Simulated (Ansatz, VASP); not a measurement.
# One calculation of AlRu, two programs

```
Al Ru
1.0
     2.99160    0.00000    0.00000
     0.00000    2.99160    0.00000
     0.00000    0.00000    2.99160
Al Ru
1 1
Cartesian
  0.0000 0.0000 0.0000
  1.4958 1.4958 1.4958
```

Alike in both runs: task single point; functional PBE; k mesh 14 × 14 × 14; occupations fermi-dirac, width 0.08 eV; non-collinear spin, spin-orbit coupling.

|  | VASP | Ansatz |
| --- | --- | --- |
| version | VASP 6.6.1 | Ansatz 0.2.0 |
| potentials or method | VASP PAW PBE potentials, release 64 (Al, Ru_pv), cutoff 520 eV | all-electron LAPW |

```csv
,VASP,Ansatz,Ansatz less VASP
pressure (GPa),2.7,2.7,-0.01
net moment per atom (μB),0.00,0.00,0.000
```

Ansatz ran all-electron here, and VASP with PAW potentials.
